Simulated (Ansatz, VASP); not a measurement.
Given: the input of a run of VASP 6.6.1 on MoS2.

Contents of INCAR:

```
SYSTEM = MoS2
PREC = Accurate
ENCUT = 520
EDIFF = 1E-6
ISMEAR = -1
SIGMA = 0.05
LREAL = .FALSE.
LASPH = .TRUE.
NELM = 100
ALGO = Normal
ISIF = 2
LWAVE = .FALSE.
LCHARG = .FALSE.
GGA = RP
NBANDS = 20
```

Contents of KPOINTS:

```
regular mesh
0
G
  9 9 4
  0 0 0
```

POSCAR

```
MoS2
1.0
    3.2274645616      0.0000000000      0.0000000000
   -1.6137322808      2.7950663001      0.0000000000
    0.0000000000      0.0000000000      6.3124734200
Mo S
1 2
Direct
    0.0000000000      0.0000000000      0.5000000000
    0.6666666667      0.3333333333      0.7446806800
    0.3333333333      0.6666666667      0.2553193200
```

Potentials or basis: VASP PAW PBE potentials, release 64 (Mo_sv, S).

Command:

```sh
$ cat potpaw_PBE.64/Mo_sv/POTCAR potpaw_PBE.64/S/POTCAR > POTCAR
$ mpirun -np 1 vasp_std > vasp.out
```

Task: Set up the same calculation for Ansatz 0.2.0. Potentials there: Ansatz PAW.

Result: As run (the cutoff follows the program's own potentials):

input.yaml

```yaml
crystal:
  lattice:
    - [3.2274645616, 0.0, 0.0]
    - [-1.6137322808, 2.7950663001, 0.0]
    - [0.0, 0.0, 6.31247342]
  atoms:
    - { symbol: Mo, position: [0.0, 0.0, 0.5] }
    - { symbol: S, position: [0.6666666667, 0.3333333333, 0.74468068] }
    - { symbol: S, position: [0.3333333333, 0.6666666667, 0.25531932] }
hamiltonian:
  xc: rpbe
  pseudopotentials: { kind: paw }
kpoints:
  mp_grid: { grid: [9, 9, 4] }
scf:
  occupations: { method: fermi_dirac, width: 0.05 }
output:
  forces: true
  stress: true
  eigenvalues: true
```

Potentials or basis: Ansatz PAW.

Command:

```sh
$ ansatz run input.yaml --threads 2 --pin off --max-ram 5120MiB --backend cpu --events-out ev --progress --plain --runs-dir out
```

Both were run:

|  | VASP | Ansatz | Ansatz less VASP |
| --- | --- | --- | --- |
| gap on the k mesh at the Fermi level (eV) | none | none | - |
| pressure (GPa) | 3.4 | 3.6 | +0.19 |
| traceless stress, the component that is largest in VASP (GPa) | 1.92 | 1.92 | -0.002 |
| rms of the force components (eV/Å) | 0.161 | 0.170 | +0.0086 |

VASP's potentials were made for PBE, not for RPBE. Atom by atom the forces differ by 0.009 eV/Å (rms over components). A gap of «none» marks a metal or a gap that the smearing closes. The functional is the same, so the differences come from potentials, cutoffs and numerics.
